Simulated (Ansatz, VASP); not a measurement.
## Al3B2As: VASP beside Ansatz

```
Al B As
1.0
     4.80259    0.00000    0.00000
    -2.40129    4.15916    0.00000
     0.00000    0.00000    7.62316
Al B As
3 2 1
Direct
  0.33333 0.66667 0.50000
  0.66667 0.33333 0.50000
  0.00000 0.00000 0.00000
  0.00000 0.00000 0.74443
  0.00000 0.00000 0.25557
  0.00000 0.00000 0.50000
```

Alike in both runs: functional PBE; k mesh 6 × 6 × 2; occupations gaussian, width 0.1 eV; no spin polarisation.

Ansatz relaxed the structure, and its values are those at the end. VASP's run is a single point on that final structure, the one shown.

|  | VASP | Ansatz |
| --- | --- | --- |
| version | VASP 6.6.1 | Ansatz 0.2.0 |
| potentials or method | VASP PAW PBE potentials, release 64 (Al, B, As), cutoff 520 eV | scalar-relativistic, plane waves, PAW |
| valence electrons in the cell | 20 | 30 |

Ansatz gave:

| Quantity | Value |
| --- | --- |
| gap on the k mesh at the Fermi level (eV) | none |
| pressure (GPa) | 0.0 |
| rms of the force components (eV/Å) | 0.009 |

Question: What did VASP give for the same quantities?

Answer: gap on the k mesh at the Fermi level (eV): none; pressure (GPa): 0.2; rms of the force components (eV/Å): 0.028.

A gap of «none» marks a metal or a gap that the smearing closes. VASP's potentials hold 20 valence electrons a cell and Ansatz's 30, so a difference there can come from the potentials and not from the codes.

The k mesh is coarse, so the values compare programs but aren't converged.
